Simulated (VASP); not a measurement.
NaCl, 2 atoms in the cell. Symmetry: Fm-3m, No. 225, cubic system. The conventional cell has a = 5.602 Å, b = 5.602 Å, c = 5.602 Å, α = 90.00°, β = 90.00°, γ = 90.00°. Within 3.7 Å of Na (site symmetry m-3m) lie 6 Cl at 2.80 Å. Cl (site symmetry m-3m) has 6 Na at 2.80 Å within 3.7 Å. 

* Program: VASP 6.6.1
* Task: relaxation of cell and atoms
* Functional: PBEsol
* Potentials or basis: VASP PAW PBE potentials, release 64 (Na_pv, Cl)
* Cutoff: 600 eV
* k mesh: 8 × 8 × 8
* Occupations: gaussian, width 0.01 eV
* Spin: no spin polarisation
* Target pressure: 10 GPa
* Dipole correction: no
* Further INCAR settings: ALGO = Normal; EDIFF = 1e-07; IBRION = 2; EDIFFG = -0.002; NSW = 100; ISIF = 3

Potentials or basis: VASP PAW PBE potentials, release 64 (Na_pv, Cl).

Launch:

```sh
$ cat potpaw_PBE.64/Na_pv/POTCAR potpaw_PBE.64/Cl/POTCAR > POTCAR
$ mpirun -np 1 vasp_std > vasp.out
```

Hardware: 1 thread of Intel(R) Xeon(R) Platinum 8259CL CPU @ 2.50GHz (Skylake/Cascade Lake), on a shared host.

Task: Estimate the wall time of this run.

Result: Wall time 44 s on 1 thread of Intel(R) Xeon(R) Platinum 8259CL CPU @ 2.50GHz (Skylake/Cascade Lake) (shared host), peak memory 0.18 GiB. Counts: scf iterations 47, k points 29, ion steps 5.
